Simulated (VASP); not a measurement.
# SiC (P6_3mc) in VASP: further runs

Aim: see how the results for SiC move with the level of theory and the settings. Levels: PBE, PBEsol+D4, BLYP+D4. Tasks: single point.

All numbers are computed with VASP 6.6.1; they aren't measurements. Logs are shortened: lines on timing, memory, paths and dates and some standing lists are left out, and cuts for length are marked.

### Step 1. The cell of the first run

It takes space group P6_3mc (No. 186, hexagonal). Conventional cell: a = 3.095 Å, b = 3.095 Å, c = 15.170 Å, α = 90.00°, β = 90.00°, γ = 120.00°. Within 2.5 Å of Si (site symmetry 3m) lie 4 C at 1.90 Å. Si (site symmetry 3m) has 4 C at 1.90 Å within 2.5 Å. Si (site symmetry 3m) has 4 C at 1.90 Å within 2.5 Å. Within 2.5 Å of C (site symmetry 3m) lie 4 Si at 1.90 Å. C (site symmetry 3m) has 4 Si at 1.90 Å within 2.5 Å. Within 2.5 Å of C (site symmetry 3m) lie 4 Si at 1.90 Å.

### Step 2. Single point, PBE

Contents of INCAR:

```
SYSTEM = SiC
PREC = Accurate
ENCUT = 520
EDIFF = 1E-6
ISMEAR = -1
SIGMA = 0.05
LREAL = .FALSE.
LASPH = .TRUE.
NELM = 80
ALGO = Normal
ISIF = 2
LWAVE = .FALSE.
LCHARG = .FALSE.
GGA = PE
NBANDS = 36
```

Contents of KPOINTS:

```
regular mesh
0
G
  6 6 1
  0 0 0
```

Contents of POSCAR:

```
SiC
1.0
    3.0950000000      0.0000000000      0.0000000000
   -1.5475000000      2.6803486247      0.0000000000
    0.0000000000      0.0000000000     15.1700000000
Si C
6 6
Direct
    0.6666666667      0.3333333333      0.4583000000
    0.3333333333      0.6666666667      0.9583000000
    0.6666666667      0.3333333333      0.7917000000
    0.3333333333      0.6666666667      0.2917000000
    0.0000000000      0.0000000000      0.6250000000
    0.0000000000      0.0000000000      0.1250000000
    0.6666666667      0.3333333333      0.3333000000
    0.3333333333      0.6666666667      0.8333000000
    0.6666666667      0.3333333333      0.6667000000
    0.3333333333      0.6666666667      0.1667000000
    0.0000000000      0.0000000000      0.5000000000
    0.0000000000      0.0000000000      0.0000000000
```

Potentials or basis: VASP PAW PBE potentials, release 64 (Si, C).

On the command line:

```console
$ cat potpaw_PBE.64/Si/POTCAR potpaw_PBE.64/C/POTCAR > POTCAR
$ mpirun -np 1 vasp_std > vasp.out
```

OUTCAR:

```text
SYSTEM = SiC
   PREC = Accurate
   ENCUT = 520
   EDIFF = 1E-6
   ISMEAR = -1
   LREAL = .FALSE.
   LASPH = .TRUE.
   NELM = 80
   ISIF = 2
   GGA = PE

 ion  position               nearest neighbor table
   1  0.667  0.333  0.458-  11 1.90  11 1.90  11 1.90   7 1.90   4 3.10   4 3.10   4 3.10   5 3.10
                             5 3.10   5 3.10
   2  0.333  0.667  0.958-  12 1.90  12 1.90  12 1.90   8 1.90   3 3.10   3 3.10   3 3.10   6 3.10
                             6 3.10   6 3.10
   3  0.667  0.333  0.792-   8 1.90   8 1.90   8 1.90   9 1.90   2 3.10   2 3.10   2 3.10   5 3.10
                             5 3.10   5 3.10
   4  0.333  0.667  0.292-   7 1.90   7 1.90   7 1.90  10 1.90   1 3.10   1 3.10   1 3.10   6 3.10
                             6 3.10   6 3.10
   5  0.000  0.000  0.625-   9 1.90   9 1.90   9 1.90  11 1.90   3 3.10   1 3.10   3 3.10   1 3.10
                             1 3.10   3 3.10
   6  0.000  0.000  0.125-  10 1.90  10 1.90  10 1.90  12 1.90   4 3.10   2 3.10   2 3.10   4 3.10
                             4 3.10   2 3.10
   7  0.667  0.333  0.333-   4 1.90   4 1.90   4 1.90   1 1.90
   8  0.333  0.667  0.833-   3 1.90   3 1.90   3 1.90   2 1.90
   9  0.667  0.333  0.667-   5 1.90   5 1.90   5 1.90   3 1.90
  10  0.333  0.667  0.167-   6 1.90   6 1.90   6 1.90   4 1.90
  11  0.000  0.000  0.500-   1 1.90   1 1.90   1 1.90   5 1.90
  12  0.000  0.000  0.000-   2 1.90   2 1.90   2 1.90   6 1.90

  LATTYP: Found a hexagonal cell.
 ALAT       =     3.0950000000
 C/A-ratio  =     4.9014539580

  Lattice vectors:

 A1 = (   3.0950000000,   0.0000000000,   0.0000000000)
 A2 = (  -1.5475000000,   2.6803486247,   0.0000000000)
 A3 = (   0.0000000000,   0.0000000000,  15.1700000000)

Analysis of symmetry for initial positions (statically):
=====================================================================
 Subroutine PRICEL returns:
 Original cell was already a primitive cell.

 Routine SETGRP: Setting up the symmetry group for a
 hexagonal supercell.

 Subroutine GETGRP returns: Found 12 space group operations
 (whereof  6 operations were pure point group operations)
 out of a pool of 24 trial point group operations.

The static configuration has the point symmetry C_3v.
 The point group associated with its full space group is C_6v.

Analysis of symmetry for dynamics (positions and initial velocities):
=====================================================================
 Subroutine PRICEL returns:
 Original cell was already a primitive cell.

 Routine SETGRP: Setting up the symmetry group for a
 hexagonal supercell.

 Subroutine GETGRP returns: Found 12 space group operations
 (whereof  6 operations were pure point group operations)
 out of a pool of 24 trial point group operations.

The dynamic configuration has the point symmetry C_3v.
 The point group associated with its full space group is C_6v.

 Subroutine INISYM returns: Found 12 space group operations
 (whereof  6 operations are pure point group operations),
 and found     1 'primitive' translations

----------------------------------------------------------------------------------------

                                     Primitive cell

  volume of cell :     125.8455

  direct lattice vectors                    reciprocal lattice vectors
     3.095000000  0.000000000  0.000000000     0.323101777  0.186542898  0.000000000
    -1.547500000  2.680348625  0.000000000     0.000000000  0.373085796  0.000000000
     0.000000000  0.000000000 15.170000000     0.000000000  0.000000000  0.065919578

  length of vectors
     3.095000000  3.095000000 15.170000000     0.373085796  0.373085796  0.065919578

  position of ions in fractional coordinates (direct lattice)
     0.666666667  0.333333333  0.458300000
     0.333333333  0.666666667  0.958300000
     0.666666667  0.333333333  0.791700000
     0.333333333  0.666666667  0.291700000
     0.000000000  0.000000000  0.625000000
     0.000000000  0.000000000  0.125000000
     0.666666667  0.333333333  0.333300000
     0.333333333  0.666666667  0.833300000
     0.666666667  0.333333333  0.666700000
     0.333333333  0.666666667  0.166700000
     0.000000000  0.000000000  0.500000000
     0.000000000  0.000000000  0.000000000

  ion indices of the primitive-cell ions
   primitive index   ion index
                 1           1
                 2           2
                 3           3
                 4           4
                 5           5
                 6           6
                 7           7
                 8           8
                 9           9
                10          10
                11          11
                12          12

----------------------------------------------------------------------------------------

 KPOINTS: regular mesh

Automatic generation of k-mesh.
 Grid dimensions read from file:
 generate k-points for:    6    6    1

 Generating k-lattice:

  Cartesian coordinates                     Fractional coordinates (reciprocal lattice)
     0.053850296  0.031090483  0.000000000     0.166666667  0.000000000  0.000000000
     0.000000000  0.062180966  0.000000000     0.000000000  0.166666667  0.000000000
     0.000000000  0.000000000  0.065919578     0.000000000  0.000000000  1.000000000

  Length of vectors
     0.062180966  0.062180966  0.065919578

  Shift w.r.t. Gamma in fractional coordinates (k-lattice)
     0.000000000  0.000000000  0.000000000

 Subroutine IBZKPT returns following result:
 ===========================================

 Found      7 irreducible k-points:

 Following reciprocal coordinates:
            Coordinates               Weight
  0.000000  0.000000  0.000000      1.000000
  0.166667  0.000000  0.000000      6.000000
  0.333333  0.000000  0.000000      6.000000
  0.500000  0.000000  0.000000      3.000000
  0.166667  0.166667  0.000000      6.000000
  0.333333  0.166667  0.000000     12.000000
  0.333333  0.333333  0.000000      2.000000
   k-points           NKPTS =      7   k-points in BZ     NKDIM =      7   number of bands    NBANDS=     36
   number of dos      NEDOS =    301   number of ions     NIONS =     12
   total plane-waves  NPLWV =  69120
   dimension x,y,z NGX =    24 NGY =   24 NGZ =  120
   dimension x,y,z NGXF=    48 NGYF=   48 NGZF=  240
   ions per type =               6   6
   NGX,Y,Z   is equivalent  to a cutoff of  12.89, 12.89, 13.15 a.u.
   NGXF,Y,Z  is equivalent  to a cutoff of  25.78, 25.78, 26.30 a.u.
 SYSTEM =  SiC
   PREC   = accura    normal or accurate (medium, high low for compatibility)
   ISTART =      0    job   : 0-new  1-cont  2-samecut
   ICHARG =      2    charge: 1-file 2-atom 10-const
   ISPIN  =      1    spin polarized calculation?
   LNONCOLLINEAR =      F non collinear calculations
   LSORBIT =      F    spin-orbit coupling
   LASPH  =      T    aspherical Exc in radial PAW
   ENCUT  =  520.0 eV  38.22 Ry    6.18 a.u.   5.75  5.75 28.21*2*pi/ulx,y,z
   NELM   =     80;   NELMIN=  2; NELMDL= -5     # of ELM steps
   EDIFF  = 0.1E-05   stopping-criterion for ELM
   LREAL  =      F    real-space projection
[... 7 lines left out ...]
   TEBEG  =    0.0;   TEEND  =   0.0 temperature during run
   PSTRESS=    0.0 pullay stress
   NELECT =      48.0000    total number of electrons
   NUPDOWN=      -1.0000    fix difference up-down
   EMIN   =  10.00;   EMAX   =-10.00  energy-range for DOS
   EFERMI =   0.00;   METHOD = LEGACY
   ISMEAR =    -1;   SIGMA  =   0.05  broadening in eV -4-tet -1-fermi 0-gaus
   EFERMI_NEDOS =   21; number of points for ismear=-14 and -15
   IALGO  =     38    algorithm
   IMIX   =      4    mixing-type and parameters
     AMIX     =   0.40;   BMIX     =  1.00
     AMIX_MAG =   1.60;   BMIX_MAG =  1.00
  volume/ion in A,a.u.               =      10.49        70.77
  Fermi-wavevector in a.u.,A,eV,Ry     =   1.187252  2.243580 19.178312  1.409566
  Thomas-Fermi vector in A             =   2.323407
   LORBIT       =      0    0 simple, 1 ext, 2 COOP (PROOUT), +10 PAW based schemes
   GGA     = PE    functional components
   LHFCALC =     F    Hartree Fock is set to
   AEXX    =    0.0000 exact exchange contribution
   IVDW    =     0    specifies the selected vdW correction
   LEPSILON=     F    determine dielectric tensor
   LRPA    =     F    only Hartree local field effects (RPA)
 non-spin polarized calculation
  energy-cutoff  :      520.00
  volume of cell :      125.85
 maximum number of plane-waves:      3436
 NGX is ok and might be reduce to    24
   NGX = 11   NGY = 11   NGZ = 57

 number of electron      48.0000002 magnetization

 Free energy of the ion-electron system (eV)
  ---------------------------------------------------
  ext. energy  EPLUGINS =         0.00000000
  ---------------------------------------------------
  free energy    TOTEN  =       -90.33365940 eV

  energy without entropy =      -90.33365940  energy(sigma->0) =      -90.33365940

 E-fermi :   9.0141     XC(G=0): -11.2941

 val. band max:        8.0094097709   @ k =   0.0000   0.0000   0.0000
 cond. band min:      10.0296015292   @ k =   0.5000   0.0000   0.0000
 fundamental gap:      2.0201917583
 Fermi energy:         9.0141216436

 k-point     1 :       0.0000    0.0000    0.0000
  band No.  band energies     occupation
      1      -7.3463      2.00000
      2      -6.8341      2.00000
      3      -6.7893      2.00000
      4      -5.3152      2.00000
      5      -5.2840      2.00000
      6      -3.8181      2.00000
[... 28 lines left out ...]
     35      15.2865      0.00000
     36      15.3711      0.00000
[... 203 lines left out ...]
      6      -2.6996      2.00000
[... 28 lines left out ...]
     35      17.1376      0.00000
     36      17.1377      0.00000

------------------------ aborting loop because EDIFF is reached ----------------------------------------

  FORCE on cell =-STRESS in cart. coord.  units (eV):
  Direction    XX          YY          ZZ          XY          YZ          ZX
  --------------------------------------------------------------------------------------
  -------------------------------------------------------------------------------------
  Total       -0.0114081     -0.0114081      0.4864390      0.0000000      0.0000000     -0.0000000
  in kB       -0.1452401     -0.1452401      6.1930051      0.0000000      0.0000000     -0.0000000
  external PRESSURE =       1.9675083 kB  Pullay stress =       0.0000000 kB

 VOLUME and BASIS-vectors are now :
 -----------------------------------------------------------------------------
  energy-cutoff  :      520.00
  volume of cell :      125.85
      direct lattice vectors                 reciprocal lattice vectors
     3.095000000  0.000000000  0.000000000     0.323101777  0.186542898  0.000000000
    -1.547500000  2.680348625  0.000000000     0.000000000  0.373085796  0.000000000
     0.000000000  0.000000000 15.170000000     0.000000000  0.000000000  0.065919578

 POSITION                                       TOTAL-FORCE (eV/Angst)
 -----------------------------------------------------------------------------------
      1.54750      0.89345      6.95241        -0.000000     -0.000000      0.051673
     -0.00000      1.78690     14.53741        -0.000000     -0.000000      0.051673
      1.54750      0.89345     12.01009        -0.000000     -0.000000      0.024464
     -0.00000      1.78690      4.42509         0.000000     -0.000000      0.024464
      0.00000      0.00000      9.48125         0.000000      0.000000      0.056884
      0.00000      0.00000      1.89625        -0.000000     -0.000000      0.056884
      1.54750      0.89345      5.05616         0.000000      0.000000     -0.011875
     -0.00000      1.78690     12.64116        -0.000000     -0.000000     -0.011875
      1.54750      0.89345     10.11384         0.000000      0.000000      0.032408
     -0.00000      1.78690      2.52884        -0.000000     -0.000000      0.032408
      0.00000      0.00000      7.58500         0.000000     -0.000000     -0.153554
      0.00000      0.00000      0.00000         0.000000     -0.000000     -0.153554
 -----------------------------------------------------------------------------------
    total drift:                                0.000000      0.000000     -0.000658

  FREE ENERGIE OF THE ION-ELECTRON SYSTEM (eV)
  ---------------------------------------------------
  free  energy   TOTEN  =       -90.3336594024 eV

  energy  without entropy=      -90.3336594018  energy(sigma->0) =      -90.33365940
```

Wall time 52 s (1 thread of Intel Xeon 8259CL, shared host); peak memory 0.24 GiB.

What came out:

```yaml
Free_energy: -90.3337 eV
Pressure: 0.2 GPa
Largest_force: 0.154 eV/Å
Band_gap_on_the_k_mesh: 2.02 eV (least direct gap 3.11 eV)
```

Forces in eV/Å, atoms in the order of the input:
```
Si   0.000  0.000  0.052
Si   0.000  0.000  0.052
Si   0.000  0.000  0.024
Si   0.000  0.000  0.024
Si   0.000  0.000  0.057
Si   0.000  0.000  0.057
C    0.000  0.000 -0.012
C    0.000  0.000 -0.012
C    0.000  0.000  0.032
C    0.000  0.000  0.032
C    0.000  0.000 -0.154
C    0.000  0.000 -0.154
```

Stress tensor (GPa, compression positive):
```
-0.01  0.00  0.00
 0.00 -0.01  0.00
 0.00  0.00  0.62
```

A k mesh can miss the band edges. PBE gaps usually lie below the measured ones, often by a third to a half.

### Step 3. Single point, PBEsol+D4

This run uses another cell than the first one, of 9.86 Å³/atom.

Contents of INCAR:

```
SYSTEM = SiC
ALGO     = Normal         ! electronic algorithm
EDIFF    = 1E-6           ! SCF threshold, eV
ENCUT    = 520            ! plane-wave cutoff, eV
GGA      = PS             ! functional
ISIF     = 2              ! what is computed and relaxed
ISMEAR   = -1             ! smearing method
IVDW     = 13             ! dispersion correction
LASPH    = .TRUE.         ! aspherical terms in the spheres
LCHARG   = .TRUE.         ! write CHGCAR
LELF     = .TRUE.         ! ELF
LREAL    = .FALSE.        ! projectors in reciprocal space
LVHAR    = .TRUE.       
LWAVE    = .FALSE.        ! write WAVECAR
NBANDS   = 36             ! bands
NELM     = 80             ! most SCF steps
PREC     = Accurate       ! precision mode
SIGMA    = 0.05           ! smearing width, eV
```

Contents of KPOINTS:

```
k-points
0
G
  10 10 2
  0 0 0
```

Changes to POSCAR since step 2:

```diff
@@ -2,5 +2,5 @@
 1.0
-    3.0950000000      0.0000000000      0.0000000000
-   -1.5475000000      2.6803486247      0.0000000000
-    0.0000000000      0.0000000000     15.1700000000
+    3.0318190065      0.0000000000      0.0000000000
+   -1.5159095032      2.6256322793      0.0000000000
+    0.0000000000      0.0000000000     14.8603212692
 Si C
```

Potentials or basis: VASP PAW PBE potentials, release 64 (Si, C).

On the command line:

```console
$ cat potpaw_PBE.64/Si/POTCAR potpaw_PBE.64/C/POTCAR > POTCAR
$ mpirun -np 1 vasp_std > vasp.out
```

Run time: 3.1 min. Hardware: 1 thread of Intel Xeon 8259CL, shared host; peak memory 0.28 GiB.

It converged, with:

```
Free energy                : -97.6178 eV
Pressure                   : 9.2 GPa
Largest force              : 0.155 eV/Å
Band gap on the k mesh     : 1.89 eV (least direct gap 3.01 eV)
Dispersion energy per atom : -0.194 eV
```

Forces on the atoms (eV/Å):
```
Si   0.000  0.000  0.065
Si   0.000  0.000  0.065
Si   0.000  0.000  0.032
Si   0.000  0.000  0.032
Si   0.000  0.000  0.042
Si   0.000  0.000  0.042
C    0.000  0.000 -0.017
C    0.000  0.000 -0.017
C    0.000  0.000  0.033
C    0.000  0.000  0.033
C    0.000  0.000 -0.155
C    0.000  0.000 -0.155
```

Stress tensor (GPa, compression positive):
```
8.90 0.00 0.00
0.00 8.90 0.00
0.00 0.00 9.73
```

Levels at points of the mesh, in eV from the valence-band top:
| k point | band 22 | band 23 | band 24 | band 25 | band 26 | band 27 |
| --- | --- | --- | --- | --- | --- | --- |
| (0.00, 0.00, 0.00) | -0.05 | 0.00 | 0.00 | 5.52 | 5.68 | 6.12 |
| (0.50, 0.00, 0.00) | -1.83 | -1.73 | -1.11 | 1.89 | 2.11 | 3.17 |
| (0.00, 0.00, 0.50) | -0.10 | -0.10 | -0.10 | 5.59 | 5.59 | 6.34 |
| (0.50, 0.00, 0.50) | -1.77 | -1.33 | -1.33 | 1.95 | 1.95 | 3.39 |

Caveat: the cell stands under pressure; the PAW data sets were made with another functional, which shifts forces and pressure a little. Expect the measured gap to be larger: semilocal functionals such as PBEsol lack the derivative discontinuity.

### Step 4. Single point, BLYP+D4

This run uses another cell than the first one, of 9.86 Å³/atom.

Contents of INCAR:

```
AGGAC = 1.0
AGGAX = 1.0
ALDAC = 0.0
ALDAX = 1.0
ALGO = Normal
EDIFF = 1E-7
ENCUT = 520
GGA = B5
ISIF = 2
ISMEAR = -1
IVDW = 13
LASPH = True
LCHARG = True
LELF = True
LREAL = False
LVHAR = True
LWAVE = False
NBANDS = 36
NELM = 100
PREC = Accurate
SIGMA = 0.05
VDW_A1 = 0.44488865
VDW_A2 = 4.0933009
VDW_S6 = 1.0
VDW_S8 = 2.34076671
```

Contents of KPOINTS:

```
k-points
0
Gamma
  10 10 2
```

POSCAR is that of step 3.

On the command line:

```console
$ cat potpaw_PBE.64/Si/POTCAR potpaw_PBE.64/C/POTCAR > POTCAR
$ mpirun -np 1 vasp_std > vasp.out
```

Wall time 3.5 min (1 thread of Intel Xeon 8259CL, shared host); peak memory 0.28 GiB.

The run converged. Its results:

```
Free energy                : -89.3674 eV
Pressure                   : 10.9 GPa
Largest force              : 0.156 eV/Å
Band gap on the k mesh     : 2.32 eV (least direct gap 3.43 eV)
Dispersion energy per atom : -0.668 eV
```

Forces in eV/Å, atoms in the order of the input:
```
Si   0.000  0.000  0.051
Si   0.000  0.000  0.051
Si   0.000  0.000  0.030
Si   0.000  0.000  0.030
Si   0.000  0.000  0.049
Si   0.000  0.000  0.049
C    0.000  0.000 -0.019
C    0.000  0.000 -0.019
C    0.000  0.000  0.046
C    0.000  0.000  0.046
C    0.000  0.000 -0.156
C    0.000  0.000 -0.156
```

Stress tensor (GPa, compression positive):
```
10.53  0.00  0.00
 0.00 10.53  0.00
 0.00  0.00 11.52
```

Levels at points of the mesh, in eV from the valence-band top:
| k point | band 20 | band 21 | band 22 | band 23 | band 24 | band 25 | band 26 | band 27 | band 28 | band 29 |
| --- | --- | --- | --- | --- | --- | --- | --- | --- | --- | --- |
| (0.00, 0.00, 0.00) | -0.30 | -0.30 | -0.05 | 0.00 | 0.00 | 5.74 | 5.91 | 6.33 | 6.84 | 7.07 |
| (0.50, 0.00, 0.00) | -2.25 | -1.83 | -1.79 | -1.66 | -1.10 | 2.32 | 2.53 | 3.58 | 4.25 | 4.98 |
| (0.00, 0.00, 0.50) | -0.64 | -0.10 | -0.10 | -0.10 | -0.10 | 5.80 | 5.80 | 6.56 | 6.56 | 7.37 |
| (0.50, 0.00, 0.50) | -2.38 | -1.72 | -1.72 | -1.31 | -1.31 | 2.38 | 2.38 | 3.79 | 3.79 | 5.27 |

Caveat: the cell stands under pressure; the PAW data sets were made with another functional, which shifts forces and pressure a little. A k mesh can miss the band edges.

(Continued in part 2 of 2.)
